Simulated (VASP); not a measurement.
# Cd (P6_3/mmc) in VASP: settings compared

Aim: see how the results for Cd move with the level of theory and the settings. Levels: PBE, revPBE, LDA. Tasks: single point.

Everything below comes from runs of VASP 6.6.1. Logs are shortened: lines on timing, memory, paths and dates and some standing lists are left out, and cuts for length are marked.

**1. The cell of the first run**

The structure is hexagonal, space group P6_3/mmc (No. 194). The conventional cell has a = 2.979 Å, b = 2.979 Å, c = 5.618 Å, α = 90.00°, β = 90.00°, γ = 120.00°. Cd (site symmetry -6m2) has 12 Cd at 2.98 to 3.29 Å within 3.9 Å.

**2. Single point, PBE**

Input file POSCAR:

```
Cd
1.0
    2.9788700000      0.0000000000      0.0000000000
   -1.4894350000      2.5797770946      0.0000000000
    0.0000000000      0.0000000000      5.6176500000
Cd
2
Direct
    0.6666666667      0.3333333333      0.7500000000
    0.3333333333      0.6666666667      0.2500000000
```

Input file INCAR.step1:

```
SYSTEM = Cd
GGA      = PE             ! functional
ISMEAR   = 1              ! smearing method
SIGMA    = 0.1            ! smearing width, eV
LWAVE    = .FALSE.        ! write WAVECAR
LCHARG   = .TRUE.         ! write CHGCAR
NBANDS   = 28             ! bands
PREC     = Accurate       ! precision mode
LASPH    = .TRUE.         ! aspherical terms in the spheres
LREAL    = .FALSE.        ! projectors in reciprocal space
ALGO     = Normal         ! electronic algorithm
EDIFF    = 1E-6           ! SCF threshold, eV
NELM     = 120            ! most SCF steps
GGA_COMPAT= .FALSE.      
ENCUT    = 550            ! plane-wave cutoff, eV
```

Input file KPOINTS.step1:

```
k-points
0
Gamma
  12 12 6
```

Input file INCAR.step2:

```
SYSTEM = Cd
GGA      = PE             ! functional
ISMEAR   = -5             ! smearing method
LWAVE    = .FALSE.        ! write WAVECAR
LCHARG   = .FALSE.        ! write CHGCAR
NBANDS   = 28             ! bands
PREC     = Accurate       ! precision mode
LASPH    = .TRUE.         ! aspherical terms in the spheres
LREAL    = .FALSE.        ! projectors in reciprocal space
ALGO     = Normal         ! electronic algorithm
EDIFF    = 1E-6           ! SCF threshold, eV
NELM     = 120            ! most SCF steps
GGA_COMPAT= .FALSE.      
ENCUT    = 550            ! plane-wave cutoff, eV
NEDOS    = 4001           ! points of the DOS
LORBIT   = 11             ! projections on sites
EMIN     = -13.9092     
EMAX     = 11.0908      
ICHARG   = 11             ! starting density
```

Input file KPOINTS.step2:

```
Automatic mesh
0
Gamma
  31 31 14
  0 0 0
```

Potentials or basis: VASP PAW PBE potentials, release 64 (Cd).

Started as:

```
$ cat potpaw_PBE.64/Cd/POTCAR > POTCAR
$ cp INCAR.step1 INCAR
$ cp KPOINTS.step1 KPOINTS
$ mpirun -np 1 vasp_std > vasp.out
$ cp INCAR.step2 INCAR
$ cp KPOINTS.step2 KPOINTS
$ mpirun -np 1 vasp_std > vasp.out
```

OUTCAR:

```text
SYSTEM = Cd
   GGA = PE
   ISMEAR = -5
   PREC = Accurate
   LASPH = .TRUE.
   LREAL = .FALSE.
   EDIFF = 1E-6
   NELM = 120
   ENCUT = 550
   LORBIT = 11
   EMIN = -13.9092
   ICHARG = 11

 ion  position               nearest neighbor table
   1  0.667  0.333  0.750-   2 3.29   2 3.29   2 3.29   2 3.29   2 3.29   2 3.29
   2  0.333  0.667  0.250-   1 3.29   1 3.29   1 3.29   1 3.29   1 3.29   1 3.29

  LATTYP: Found a hexagonal cell.
 ALAT       =     2.9788700000
 C/A-ratio  =     1.8858325472

  Lattice vectors:

 A1 = (   2.9788700000,   0.0000000000,   0.0000000000)
 A2 = (  -1.4894350000,   2.5797770946,   0.0000000000)
 A3 = (   0.0000000000,   0.0000000000,   5.6176500000)

Analysis of symmetry for initial positions (statically):
=====================================================================
 Subroutine PRICEL returns:
 Original cell was already a primitive cell.

 Routine SETGRP: Setting up the symmetry group for a
 hexagonal supercell.

 Subroutine GETGRP returns: Found 24 space group operations
 (whereof 12 operations were pure point group operations)
 out of a pool of 24 trial point group operations.

The static configuration has the point symmetry D_3d.
 The point group associated with its full space group is D_6h.

Analysis of symmetry for dynamics (positions and initial velocities):
=====================================================================
 Subroutine PRICEL returns:
 Original cell was already a primitive cell.

 Routine SETGRP: Setting up the symmetry group for a
 hexagonal supercell.

 Subroutine GETGRP returns: Found 24 space group operations
 (whereof 12 operations were pure point group operations)
 out of a pool of 24 trial point group operations.

The dynamic configuration has the point symmetry D_3d.
 The point group associated with its full space group is D_6h.

 Subroutine INISYM returns: Found 24 space group operations
 (whereof 12 operations are pure point group operations),
 and found     1 'primitive' translations

----------------------------------------------------------------------------------------

                                     Primitive cell

  volume of cell :      43.1706

  direct lattice vectors                    reciprocal lattice vectors
     2.978870000  0.000000000  0.000000000     0.335697765  0.193815195  0.000000000
    -1.489435000  2.579777095  0.000000000     0.000000000  0.387630389  0.000000000
     0.000000000  0.000000000  5.617650000     0.000000000  0.000000000  0.178010378

  length of vectors
     2.978870000  2.978870000  5.617650000     0.387630390  0.387630389  0.178010378

  position of ions in fractional coordinates (direct lattice)
     0.666666667  0.333333333  0.750000000
     0.333333333  0.666666667  0.250000000

  ion indices of the primitive-cell ions
   primitive index   ion index
                 1           1
                 2           2

----------------------------------------------------------------------------------------

 KPOINTS: Automatic mesh

Automatic generation of k-mesh.
 Grid dimensions read from file:
 generate k-points for:   31   31   14

 Generating k-lattice:

  Cartesian coordinates                     Fractional coordinates (reciprocal lattice)
     0.010828960  0.006252103  0.000000000     0.032258065  0.000000000  0.000000000
     0.000000000  0.012504206  0.000000000     0.000000000  0.032258065  0.000000000
     0.000000000  0.000000000  0.012715027     0.000000000  0.000000000  0.071428571

  Length of vectors
     0.012504206  0.012504206  0.012715027

  Shift w.r.t. Gamma in fractional coordinates (k-lattice)
     0.000000000  0.000000000  0.000000000

 TETIRR: Found  13671 inequivalent tetrahedra from    80724

 Subroutine IBZKPT returns following result:
 ===========================================

 Found    768 irreducible k-points:

 Following reciprocal coordinates:
            Coordinates               Weight
  0.000000  0.000000  0.000000      1.000000
  0.032258  0.000000  0.000000      6.000000
  0.064516  0.000000  0.000000      6.000000
  0.096774 -0.000000  0.000000      6.000000
  0.129032  0.000000  0.000000      6.000000
  0.161290 -0.000000  0.000000      6.000000
[... 16 lines left out ...]
  0.225806  0.032258  0.000000     12.000000
  0.258065  0.032258  0.000000     12.000000
 [... further k-points ...]
   k-points           NKPTS =    768   k-points in BZ     NKDIM =    768   number of bands    NBANDS=     28
   number of dos      NEDOS =   4001   number of ions     NIONS =      2
   total plane-waves  NPLWV =  27648
   dimension x,y,z NGX =    24 NGY =   24 NGZ =   48
   dimension x,y,z NGXF=    48 NGYF=   48 NGZF=   96
   ions per type =               2
   NGX,Y,Z   is equivalent  to a cutoff of  13.39, 13.39, 14.20 a.u.
   NGXF,Y,Z  is equivalent  to a cutoff of  26.79, 26.79, 28.41 a.u.
 SYSTEM =  Cd
   PREC   = accura    normal or accurate (medium, high low for compatibility)
   ISTART =      0    job   : 0-new  1-cont  2-samecut
   ICHARG =     11    charge: 1-file 2-atom 10-const
   ISPIN  =      1    spin polarized calculation?
   LNONCOLLINEAR =      F non collinear calculations
   LSORBIT =      F    spin-orbit coupling
   LASPH  =      T    aspherical Exc in radial PAW
   ENCUT  =  550.0 eV  40.42 Ry    6.36 a.u.   5.70  5.70 10.74*2*pi/ulx,y,z
   NELM   =    120;   NELMIN=  2; NELMDL=  0     # of ELM steps
   EDIFF  = 0.1E-05   stopping-criterion for ELM
   LREAL  =      F    real-space projection
   EDIFFG = 0.1E-04   stopping-criterion for IOM
   NSW    =      0    number of steps for IOM
   IBRION =     -1    ionic relax: 0-MD 1-quasi-New 2-CG
   NFREE  =      0    steps in history (QN), initial steepest desc. (CG)
   ISIF   =      2    stress and relaxation
   ISYM   =      2    0-nonsym 1-usesym 2-fastsym
   POTIM  = 0.5000    time-step for ionic-motion
   TEBEG  =    0.0;   TEEND  =   0.0 temperature during run

   SCALEE = 1.0000    scale energy and forces
   PSTRESS=    0.0 pullay stress
   NELECT =      24.0000    total number of electrons
   NUPDOWN=      -1.0000    fix difference up-down
   EMIN   = -13.91;   EMAX   = 11.09  energy-range for DOS
   EFERMI =   0.00;   METHOD = LEGACY
   ISMEAR =    -5;   SIGMA  =   0.20  broadening in eV -4-tet -1-fermi 0-gaus
   EFERMI_NEDOS =   21; number of points for ismear=-14 and -15
   IALGO  =     38    algorithm
   IMIX   =      4    mixing-type and parameters
     AMIX     =   0.40;   BMIX     =  1.00
     AMIX_MAG =   1.60;   BMIX_MAG =  1.00
  volume/ion in A,a.u.               =      21.59       145.66
  Fermi-wavevector in a.u.,A,eV,Ry     =   1.346116  2.543790 24.654136  1.812028
  Thomas-Fermi vector in A             =   2.473974
   LORBIT       =     11    0 simple, 1 ext, 2 COOP (PROOUT), +10 PAW based schemes
   GGA     = PE    functional components
   LHFCALC =     F    Hartree Fock is set to
   AEXX    =    0.0000 exact exchange contribution
   IVDW    =     0    specifies the selected vdW correction
   LEPSILON=     F    determine dielectric tensor
   LRPA    =     F    only Hartree local field effects (RPA)

   CSHIFT  =0.1000    complex shift for real part using Kramers Kronig

   OMEGAMAX=  -1.0    maximum frequency
 non-spin polarized calculation
 Fermi weights with tetrahedron method with Bloechl corrections
  energy-cutoff  :      550.00
  volume of cell :       43.17
 maximum number of plane-waves:      1285
 NGX is ok and might be reduce to    24

 number of electron      24.0000000 magnetization

 Free energy of the ion-electron system (eV)
  ---------------------------------------------------
  ext. energy  EPLUGINS =         0.00000000
  ---------------------------------------------------
  free energy    TOTEN  =        -1.46659943 eV

  energy without entropy =       -1.46659943  energy(sigma->0) =       -1.46659943

 E-fermi :   3.0028     XC(G=0): -11.0324

 val. band max:        3.0688267563   @ k =   0.3226   0.2903   0.5000
 cond. band min:       2.9141028278   @ k =   0.3548   0.2903   0.2143
 fundamental gap:     -0.1547239285
 Fermi energy:         3.0027748555

 k-point     1 :       0.0000    0.0000    0.0000
  band No.  band energies     occupation
      1      -6.9145      2.00000
      2      -6.6482      2.00000
      3      -6.2850      2.00000
      4      -6.2850      2.00000
      5      -6.2340      2.00000
      6      -6.2340      2.00000
[... 16 lines left out ...]
     23      22.7185      0.00000
     24      22.7186      0.00000

 k-point     2 :       0.0323    0.0000    0.0000
  band No.  band energies     occupation
      1      -6.9032      2.00000
      2      -6.6373      2.00000
      3      -6.2893      2.00000
      4      -6.2753      2.00000
      5      -6.2379      2.00000
      6      -6.2246      2.00000
[... 16 lines left out ...]
     23      22.0054      0.00000
     24      22.5944      0.00000

 k-point     3 :       0.0645    0.0000    0.0000
  band No.  band energies     occupation
      1      -6.8710      2.00000
      2      -6.6078      2.00000
      3      -6.3007      2.00000
      4      -6.2493      2.00000
      5      -6.2464      2.00000
      6      -6.1968      2.00000
[... 16 lines left out ...]
     23      21.3710      0.00000
     24      22.3152      0.00000

 k-point     4 :       0.0968   -0.0000    0.0000
  band No.  band energies     occupation
      1      -6.8227      2.00000
      2      -6.5685      2.00000
      3      -6.3175      2.00000
      4      -6.2639      2.00000
      5      -6.1994      2.00000
      6      -6.1514      2.00000
[... 16 lines left out ...]
     23      20.7470      0.00000
     24      21.9929      0.00000

 k-point     5 :       0.1290    0.0000    0.0000
  band No.  band energies     occupation
      1      -6.7690      2.00000
      2      -6.5299      2.00000
      3      -6.3429      2.00000
      4      -6.2657      2.00000
      5      -6.1355      2.00000
      6      -6.0899      2.00000
[... 16 lines left out ...]
     23      20.4820      0.00000
     24      21.6740      0.00000

 k-point     6 :       0.1613   -0.0000    0.0000
  band No.  band energies     occupation
      1      -6.7295      2.00000
      2      -6.4954      2.00000
      3      -6.3755      2.00000
      4      -6.2388      2.00000
      5      -6.0570      2.00000
      6      -6.0143      2.00000
[... 16 lines left out ...]
     23      20.3681      0.00000
     24      21.3753      0.00000
[... 379 lines left out ...]
 k-point    21 :       0.1613    0.0323    0.0000
  band No.  band energies     occupation
      1      -6.7115      2.00000
      2      -6.4749      2.00000
      3      -6.3921      2.00000
      4      -6.2238      2.00000
      5      -6.0204      2.00000
      6      -5.9993      2.00000
[... 16 lines left out ...]
     23      20.7244      0.00000
     24      21.6453      0.00000

 k-point    22 :       0.1935    0.0323    0.0000
  band No.  band energies     occupation
      1      -6.7230      2.00000
      2      -6.4872      2.00000
      3      -6.3672      2.00000
      4      -6.1596      2.00000
      5      -6.1204      2.00000
      6      -5.9175      2.00000
[... 16 lines left out ...]
     23      20.9865      0.00000
     24      21.3613      0.00000

 k-point    23 :       0.2258    0.0323    0.0000
  band No.  band energies     occupation
      1      -6.7601      2.00000
      2      -6.5392      2.00000
      3      -6.2960      2.00000
      4      -6.2240      2.00000
      5      -6.0788      2.00000
      6      -5.9638      2.00000
[... 16 lines left out ...]
     23      21.1095      0.00000
     24      21.2088      0.00000

 k-point    24 :       0.2581    0.0323    0.0000
  band No.  band energies     occupation
      1      -6.8092      2.00000
      2      -6.5976      2.00000
      3      -6.3247      2.00000
      4      -6.2207      2.00000
      5      -6.0128      2.00000
      6      -5.9873      2.00000
[... 16 lines left out ...]
     23      20.8906      0.00000
     24      21.3740      0.00000

 [... further k-points ...]

 [bands above 24 left out]

------------------------ aborting loop because EDIFF is reached ----------------------------------------

  FORCE on cell =-STRESS in cart. coord.  units (eV):
  Direction    XX          YY          ZZ          XY          YZ          ZX
  --------------------------------------------------------------------------------------
  -------------------------------------------------------------------------------------
  Total        0.8779328      0.8779328      0.7032359      0.0000000      0.0000000      0.0000000
  in kB       32.5824275     32.5824275     26.0989617      0.0000000      0.0000000      0.0000000
  external PRESSURE =      30.4212722 kB  Pullay stress =       0.0000000 kB

 VOLUME and BASIS-vectors are now :
 -----------------------------------------------------------------------------
  energy-cutoff  :      550.00
  volume of cell :       43.17
      direct lattice vectors                 reciprocal lattice vectors
     2.978870000  0.000000000  0.000000000     0.335697765  0.193815195  0.000000000
    -1.489435000  2.579777095  0.000000000     0.000000000  0.387630389  0.000000000
     0.000000000  0.000000000  5.617650000     0.000000000  0.000000000  0.178010378

 POSITION                                       TOTAL-FORCE (eV/Angst)
 -----------------------------------------------------------------------------------
      1.48944      0.85993      4.21324         0.000000     -0.000000     -0.000000
     -0.00000      1.71985      1.40441        -0.000000      0.000000      0.000000
 -----------------------------------------------------------------------------------
    total drift:                               -0.000000      0.000000      0.000000

  FREE ENERGIE OF THE ION-ELECTRON SYSTEM (eV)
  ---------------------------------------------------
  free  energy   TOTEN  =        -1.4665994341 eV

  energy  without entropy=       -1.4665994341  energy(sigma->0) =       -1.46659943

 total charge

# of ion       s       p       d       tot
------------------------------------------
    1        0.525   0.311   9.485  10.321
    2        0.525   0.311   9.485  10.321
--------------------------------------------------
tot          1.051   0.622  18.969  20.642
```

Run time: 13 min. Hardware: 1 thread of AMD EPYC 7R43 (Zen 3), shared host; peak memory 0.75 GiB.

Results:

```
Valence electrons inside the program's atomic spheres : Cd 10.32
Density of states at the Fermi level                  : 0.22 states/eV/atom
```

Levels at points of the mesh, in eV from the Fermi level:
| k point | band 9 | band 10 | band 11 | band 12 | band 13 | band 14 | band 15 | band 16 |
| --- | --- | --- | --- | --- | --- | --- | --- | --- |
| (0.00, 0.00, 0.00) | -8.77 | -8.51 | -8.51 | -3.07 | -3.05 | 10.54 | 14.43 | 14.86 |

Caveat: tetrahedron occupations give inexact forces and stress in metals.

**3. Single point, revPBE**

POSCAR is that of step 2.

Input file INCAR.step1:

```
PREC = Accurate ; ENCUT = 470
EDIFF = 1E-6 ; ISMEAR = -1
SIGMA = 0.05 ; LREAL = False
LASPH = True ; NELM = 120
ALGO = Normal ; ISIF = 2
LWAVE = False ; LCHARG = True
GGA = RE ; NBANDS = 27
GGA_COMPAT = False ; NEDOS = 2001
LORBIT = 11
```

Input file KPOINTS.step1:

```
Automatic mesh
0
Gamma
  6 6 3
```

Input file INCAR.step2:

```
PREC = Accurate ; ENCUT = 470
EDIFF = 1E-6 ; ISMEAR = -5
SIGMA = 0.05 ; LREAL = False
LASPH = True ; NELM = 120
ALGO = Normal ; ISIF = 2
LWAVE = False ; LCHARG = False
GGA = RE ; LORBIT = 11
NEDOS = 1001 ; ICHARG = 11
GGA_COMPAT = False
```

Input file KPOINTS.step2:

```
Automatic mesh
0
Gamma
  9 9 5
```

Potentials or basis: VASP PAW PBE potentials, release 64 (Cd_sv_GW).

Started as:

```
$ cat potpaw_PBE.64/Cd_sv_GW/POTCAR > POTCAR
$ cp INCAR.step1 INCAR
$ cp KPOINTS.step1 KPOINTS
$ mpirun -np 1 vasp_std > vasp.out
$ cp INCAR.step2 INCAR
$ cp KPOINTS.step2 KPOINTS
$ mpirun -np 1 vasp_std > vasp.out
```

Run time: 17 s. Hardware: 1 thread of Intel Xeon 6975P-C (Granite Rapids), shared host; peak memory 0.17 GiB.

The run converged. Its results:

```
Valence electrons inside the program's atomic spheres : Cd 17.70
```

Levels at points of the mesh, in eV from the Fermi level:
```tsv
k point	band 16	band 17	band 18	band 19	band 20	band 21	band 22	band 23	band 24
(0.00, 0.00, 0.00)	-8.79	-8.79	-8.54	-8.54	-3.05	-3.04	10.33	13.66	14.80
```

Caveat: the k points lie up to 0.41 Å⁻¹ apart; the PAW data sets were made with another functional, which shifts forces and pressure a little.

**4. Single point, LDA**

POSCAR is that of step 3.

Input file INCAR.step1:

```
SYSTEM = Cd
ALGO = Normal ; EDIFF = 1E-6
ENCUT = 470 ; GGA = CA
GGA_COMPAT = .FALSE. ; ISIF = 2
ISMEAR = -1 ; LASPH = .TRUE.
LCHARG = .TRUE. ; LORBIT = 11
LREAL = .FALSE. ; LWAVE = .FALSE.
NBANDS = 27 ; NEDOS = 2001
NELM = 120 ; PREC = Accurate
SIGMA = 0.05
```

Input file KPOINTS.step1:

```
k-points
0
G
  6 6 3
  0 0 0
```

Input file INCAR.step2:

```
SYSTEM = Cd
ALGO = Normal ; EDIFF = 1E-6
ENCUT = 470 ; GGA = CA
GGA_COMPAT = .FALSE. ; ICHARG = 11
ISIF = 2 ; ISMEAR = -5
LASPH = .TRUE. ; LCHARG = .FALSE.
LORBIT = 11 ; LREAL = .FALSE.
LWAVE = .FALSE. ; NBANDS = 27
NEDOS = 1001 ; NELM = 120
PREC = Accurate ; SIGMA = 0.05
```

Input file KPOINTS.step2:

```
k-points
0
G
  9 9 5
  0 0 0
```

Potentials or basis: VASP PAW LDA potentials, release 64 (Cd_sv_GW).

Started as:

```
$ cat potpaw_LDA.64/Cd_sv_GW/POTCAR > POTCAR
$ cp INCAR.step1 INCAR
$ cp KPOINTS.step1 KPOINTS
$ mpirun -np 1 vasp_std > vasp.out
$ cp INCAR.step2 INCAR
$ cp KPOINTS.step2 KPOINTS
$ mpirun -np 1 vasp_std > vasp.out
```

It took 24 s on 1 thread of AMD EPYC 9R45 (Zen 5), shared host; peak memory 0.13 GiB.

Results (log left out):

| Item | Value |
| --- | --- |
| Valence electrons inside the program's atomic spheres | Cd 17.70 |

Levels at points of the mesh, in eV from the Fermi level:
```tsv
k point	band 16	band 17	band 18	band 19	band 20	band 21	band 22	band 23	band 24	band 25
(0.00, 0.00, 0.00)	-8.65	-8.65	-8.40	-8.40	-3.07	-3.02	10.29	13.79	14.58	14.59
```

Caveat: the k points lie up to 0.41 Å⁻¹ apart.
